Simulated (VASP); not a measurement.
# In (I4/mmm) in VASP: further runs

The runs below take In through single point, with LDA.

All numbers are computed with VASP 6.6.1; they aren't measurements. Logs are shortened: lines on timing, memory, paths and dates and some standing lists are left out, and cuts for length are marked.

## Step 1: The cell of the first run

Symmetry: I4/mmm, No. 139, tetragonal system. The conventional cell has a = 3.251 Å, b = 3.251 Å, c = 4.947 Å, α = 90.00°, β = 90.00°, γ = 90.00°. Within 4.3 Å of In (site symmetry 4/mmm) lie 12 In at 3.25 to 3.38 Å.

## Step 2: Single point, LDA

File INCAR:

```
SYSTEM = In
ALGO = Normal
EDIFF = 1E-7
ENCUT = 520
GGA = CA
ISIF = 2
ISMEAR = -1
LASPH = .TRUE.
LCHARG = .TRUE.
LELF = .TRUE.
LREAL = .FALSE.
LVHAR = .TRUE.
LWAVE = .FALSE.
NBANDS = 12
NELM = 80
PREC = Accurate
SIGMA = 0.1
```

File KPOINTS:

```
k-points
0
G
  10 10 10
  0 0 0
```

File POSCAR:

```
In
1.0
    3.3769060122     -0.0000000131     -0.0000000179
    0.2472338521      3.3678434699     -0.0000000179
   -1.8120699199     -1.6839217170      2.2987615081
In
1
Direct
    0.0000000000      0.0000000000      0.0000000000
```

Potentials or basis: VASP PAW LDA potentials, release 64 (In_d).

On the command line:

```
$ cat potpaw_LDA.64/In_d/POTCAR > POTCAR
$ mpirun -np 1 vasp_std > vasp.out
```

OUTCAR:

```text
SYSTEM = In
   EDIFF = 1E-7
   ENCUT = 520
   GGA = CA
   ISIF = 2
   ISMEAR = -1
   LASPH = .TRUE.
   LREAL = .FALSE.
   NELM = 80
   PREC = Accurate

 ion  position               nearest neighbor table
   1  0.000  0.000  0.000-

  LATTYP: Found a body centered tetragonal cell.
 ALAT       =     3.2509396761
 C/A-ratio  =     1.5218366809

  Lattice vectors:

 A1 = (   3.3769060122,  -0.0000000131,  -0.0000000179)
 A2 = (   0.2472338521,   3.3678434699,  -0.0000000179)
 A3 = (  -1.8120699199,  -1.6839217170,   2.2987615081)

Analysis of symmetry for initial positions (statically):
=====================================================================
 Subroutine PRICEL returns:
 Original cell was already a primitive cell.

 Routine SETGRP: Setting up the symmetry group for a
 body centered tetragonal supercell.

 Subroutine GETGRP returns: Found 16 space group operations
 (whereof 16 operations were pure point group operations)
 out of a pool of 16 trial point group operations.

The static configuration has the point symmetry D_4h.

Analysis of symmetry for dynamics (positions and initial velocities):
=====================================================================
 Subroutine PRICEL returns:
 Original cell was already a primitive cell.

 Routine SETGRP: Setting up the symmetry group for a
 body centered tetragonal supercell.

 Subroutine GETGRP returns: Found 16 space group operations
 (whereof 16 operations were pure point group operations)
 out of a pool of 16 trial point group operations.

The dynamic configuration has the point symmetry D_4h.

 Subroutine INISYM returns: Found 16 space group operations
 (whereof 16 operations are pure point group operations),
 and found     1 'primitive' translations

----------------------------------------------------------------------------------------

                                     Primitive cell

  volume of cell :      26.1436

  direct lattice vectors                    reciprocal lattice vectors
     3.376906012 -0.000000013 -0.000000018     0.296129060 -0.021738874  0.217508427
     0.247233852  3.367843470 -0.000000018     0.000000002  0.296925915  0.217508427
    -1.812069920 -1.683921717  2.298761508     0.000000002  0.000000002  0.435016858

  length of vectors
     3.376906012  3.376906012  3.376906012     0.368069171  0.368069171  0.435016858

  position of ions in fractional coordinates (direct lattice)
     0.000000000  0.000000000  0.000000000

  ion indices of the primitive-cell ions
   primitive index   ion index
                 1           1

----------------------------------------------------------------------------------------

 KPOINTS: k-points

Automatic generation of k-mesh.
 Grid dimensions read from file:
 generate k-points for:   10   10   10

 Generating k-lattice:

  Cartesian coordinates                     Fractional coordinates (reciprocal lattice)
     0.029612906 -0.002173887  0.021750843     0.100000000  0.000000000  0.000000000
     0.000000000  0.029692591  0.021750843    -0.000000000  0.100000000  0.000000000
     0.000000000  0.000000000  0.043501686    -0.000000000 -0.000000000  0.100000000

  Length of vectors
     0.036806917  0.036806917  0.043501686

  Shift w.r.t. Gamma in fractional coordinates (k-lattice)
     0.000000000  0.000000000  0.000000000

 Subroutine IBZKPT returns following result:
 ===========================================

 Found    102 irreducible k-points:

 Following reciprocal coordinates:
            Coordinates               Weight
  0.000000  0.000000  0.000000      1.000000
  0.100000 -0.000000  0.000000      8.000000
  0.200000 -0.000000  0.000000      8.000000
  0.300000 -0.000000  0.000000      8.000000
  0.400000  0.000000 -0.000000      8.000000
  0.500000  0.000000  0.000000      4.000000
[... 16 lines left out ...]
  0.300000  0.300000 -0.000000      8.000000
  0.400000  0.300000 -0.000000     16.000000
 [... further k-points ...]
   k-points           NKPTS =    102   k-points in BZ     NKDIM =    102   number of bands    NBANDS=     12
   number of dos      NEDOS =    301   number of ions     NIONS =      1
   total plane-waves  NPLWV =  21952
   dimension x,y,z NGX =    28 NGY =   28 NGZ =   28
   dimension x,y,z NGXF=    56 NGYF=   56 NGZF=   56
   ions per type =               1
   NGX,Y,Z   is equivalent  to a cutoff of  13.78, 13.78, 13.78 a.u.
   NGXF,Y,Z  is equivalent  to a cutoff of  27.57, 27.57, 27.57 a.u.
 SYSTEM =  In
   PREC   = accura    normal or accurate (medium, high low for compatibility)
   ISTART =      0    job   : 0-new  1-cont  2-samecut
   ICHARG =      2    charge: 1-file 2-atom 10-const
   ISPIN  =      1    spin polarized calculation?
   LNONCOLLINEAR =      F non collinear calculations
   LSORBIT =      F    spin-orbit coupling
   LASPH  =      T    aspherical Exc in radial PAW
   ENCUT  =  520.0 eV  38.22 Ry    6.18 a.u.   6.28  6.28  6.28*2*pi/ulx,y,z
   NELM   =     80;   NELMIN=  2; NELMDL= -5     # of ELM steps
   EDIFF  = 0.1E-06   stopping-criterion for ELM
   LREAL  =      F    real-space projection
   EDIFFG = 0.1E-05   stopping-criterion for IOM
   NSW    =      0    number of steps for IOM
   IBRION =     -1    ionic relax: 0-MD 1-quasi-New 2-CG
   NFREE  =      0    steps in history (QN), initial steepest desc. (CG)
   ISIF   =      2    stress and relaxation
   ISYM   =      2    0-nonsym 1-usesym 2-fastsym
   POTIM  = 0.5000    time-step for ionic-motion
   TEBEG  =    0.0;   TEEND  =   0.0 temperature during run
   PSTRESS=    0.0 pullay stress
   NELECT =      13.0000    total number of electrons
   NUPDOWN=      -1.0000    fix difference up-down
   EMIN   =  10.00;   EMAX   =-10.00  energy-range for DOS
   EFERMI =   0.00;   METHOD = LEGACY
   ISMEAR =    -1;   SIGMA  =   0.10  broadening in eV -4-tet -1-fermi 0-gaus
   EFERMI_NEDOS =   21; number of points for ismear=-14 and -15
   IALGO  =     38    algorithm
   IMIX   =      4    mixing-type and parameters
     AMIX     =   0.40;   BMIX     =  1.00
     AMIX_MAG =   1.60;   BMIX_MAG =  1.00
  volume/ion in A,a.u.               =      26.14       176.43
  Fermi-wavevector in a.u.,A,eV,Ry     =   1.296983  2.450943 22.887250  1.682165
  Thomas-Fermi vector in A             =   2.428405
   LORBIT       =      0    0 simple, 1 ext, 2 COOP (PROOUT), +10 PAW based schemes
   GGA     = CA    functional components
   LHFCALC =     F    Hartree Fock is set to
   AEXX    =    0.0000 exact exchange contribution
   IVDW    =     0    specifies the selected vdW correction
   LEPSILON=     F    determine dielectric tensor
   LRPA    =     F    only Hartree local field effects (RPA)
 non-spin polarized calculation
  energy-cutoff  :      520.00
  volume of cell :       26.14
 maximum number of plane-waves:       720
 NGX is ok and might be reduce to    28
   NGX = 13   NGY = 13   NGZ = 13

 number of electron      13.0000006 magnetization

 Free energy of the ion-electron system (eV)
  ---------------------------------------------------
  ext. energy  EPLUGINS =         0.00000000
  ---------------------------------------------------
  free energy    TOTEN  =        -3.21686334 eV

  energy without entropy =       -3.20312544  energy(sigma->0) =       -3.20999439

 E-fermi :   7.1786     XC(G=0): -10.5299

 val. band max:        7.1777003552   @ k =  -0.1000  -0.4000   0.1000
 cond. band min:       7.2254740362   @ k =   0.5000   0.3000   0.0000
 fundamental gap:      0.0477736810
 Fermi energy:         7.1785729032

 k-point     1 :       0.0000    0.0000    0.0000
  band No.  band energies     occupation
      1      -7.3950      2.00000
      2      -7.2916      2.00000
      3      -7.2916      2.00000
      4      -7.2097      2.00000
      5      -7.0987      2.00000
      6      -2.3441      2.00000
      7      17.6537      0.00000
      8      17.6537      0.00000
      9      17.8075      0.00000
     10      18.9132      0.00000
     11      21.2444      0.00000
     12      21.3703      0.00000

 k-point     2 :       0.1000   -0.0000    0.0000
  band No.  band energies     occupation
      1      -7.3800      2.00000
      2      -7.2930      2.00000
      3      -7.2762      2.00000
      4      -7.2053      2.00000
      5      -7.1046      2.00000
      6      -2.1245      2.00000
      7      15.4223      0.00000
      8      17.2612      0.00000
      9      17.4099      0.00000
     10      18.6832      0.00000
     11      21.5017      0.00000
     12      21.9219      0.00000

 k-point     3 :       0.2000   -0.0000    0.0000
  band No.  band energies     occupation
      1      -7.3611      2.00000
      2      -7.3064      2.00000
      3      -7.2476      2.00000
      4      -7.1667      2.00000
      5      -7.1076      2.00000
      6      -1.4571      2.00000
      7      12.0078      0.00000
      8      16.3265      0.00000
      9      16.9542      0.00000
     10      18.6212      0.00000
     11      20.3058      0.00000
     12      22.7890      0.00000
[... 286 lines left out ...]
 k-point    23 :       0.3000    0.3000   -0.0000
  band No.  band energies     occupation
      1      -7.3713      2.00000
      2      -7.2089      2.00000
      3      -7.1792      2.00000
      4      -7.1441      2.00000
      5      -7.0772      2.00000
      6       2.8383      2.00000
      7       7.9370      0.00102
      8       7.9938      0.00058
      9      13.2457      0.00000
     10      16.2338      0.00000
     11      23.0699      0.00000
     12      24.0008      0.00000

 k-point    24 :       0.4000    0.3000   -0.0000
  band No.  band energies     occupation
      1      -7.4153      2.00000
      2      -7.2747      2.00000
      3      -7.1308      2.00000
      4      -7.1249      2.00000
      5      -7.0051      2.00000
      6       4.3784      2.00000
      7       5.8524      2.00000
      8       8.6135      0.00000
      9      12.3582      0.00000
     10      15.4997      0.00000
     11      22.0650      0.00000
     12      23.6586      0.00000

 [... further k-points ...]
[... 5 lines left out ...]
  --------------------------------------------------------------------------------------
  -------------------------------------------------------------------------------------
  Total       -0.4872941     -0.4637404     -0.3146604     -0.1604251      0.0000000      0.0000000
  in kB      -29.8632394    -28.4197813    -19.2835925     -9.8314623      0.0000001      0.0000001
  external PRESSURE =     -25.8555377 kB  Pullay stress =       0.0000000 kB

 VOLUME and BASIS-vectors are now :
 -----------------------------------------------------------------------------
  energy-cutoff  :      520.00
  volume of cell :       26.14
      direct lattice vectors                 reciprocal lattice vectors
     3.376906012 -0.000000013 -0.000000018     0.296129060 -0.021738874  0.217508427
     0.247233852  3.367843470 -0.000000018     0.000000002  0.296925915  0.217508427
    -1.812069920 -1.683921717  2.298761508     0.000000002  0.000000002  0.435016858

 POSITION                                       TOTAL-FORCE (eV/Angst)
 -----------------------------------------------------------------------------------
      0.00000      0.00000      0.00000         0.000000     -0.000000      0.000000
 -----------------------------------------------------------------------------------
    total drift:                               -0.000000      0.000000     -0.000000

  FREE ENERGIE OF THE ION-ELECTRON SYSTEM (eV)
  ---------------------------------------------------
  free  energy   TOTEN  =        -3.2168633382 eV

  energy  without entropy=       -3.2031254384  energy(sigma->0) =       -3.20999439
```

It took 26 s on 1 thread of Intel Xeon Platinum 8259CL at 2.50GHz (Skylake/Cascade Lake), shared host; peak memory 0.16 GiB.

What came out:

* Free energy: -3.2169 eV
* Pressure: -2.6 GPa

Caveat: spin-orbit coupling is left out, which moves the levels of the heavy elements.

## Step 3: Single point, LDA

File INCAR:

```
PREC = Accurate
ENCUT = 520
EDIFF = 1E-6
ISMEAR = -1
SIGMA = 0.1
LREAL = F
LASPH = T
NELM = 60
ALGO = Normal
ISIF = 2
LWAVE = F
LCHARG = F
NBANDS = 12
```

File KPOINTS:

```
regular mesh
0
Gamma
  12 12 12
```

POSCAR is that of step 2.

Potentials or basis: VASP PAW LDA potentials, release 64 (In_d).

On the command line:

```
$ cat potpaw_LDA.64/In_d/POTCAR > POTCAR
$ mpirun -np 1 vasp_std > vasp.out
```

It took 34 s on 1 thread of Intel Xeon Platinum 8259CL at 2.50GHz (Skylake/Cascade Lake), shared host; peak memory 0.17 GiB.

Results (log left out):

```
Free energy : -3.2115 eV
Pressure    : -2.5 GPa
```

Stress tensor (GPa, compression positive):
```
-2.42  0.17  0.00
 0.17 -2.45  0.00
 0.00  0.00 -2.61
```

Levels at points of the mesh, in eV from the Fermi level:
```
           k point  band 2  band 3  band 4  band 5  band 6  band 7  band 8  band 9  band 10  band 11
(0.00, 0.00, 0.00)  -14.49  -14.49  -14.41  -14.30   -9.55   10.45   10.45   10.61    11.71    14.04
(0.50, 0.00, 0.00)  -14.56  -14.48  -14.21  -14.18   -4.34   -3.33    7.46    9.07    11.23    11.52
(0.50, 0.50, 0.00)  -14.66  -14.21  -14.19  -14.11   -1.93   -1.71    3.49    3.93     7.12     7.49
(0.50, 0.50, 0.50)  -14.65  -14.20  -14.17  -14.17   -2.98   -2.64    4.70    4.70     8.29     8.33
```

Caveat: spin-orbit coupling is left out, which moves the levels of the heavy elements.
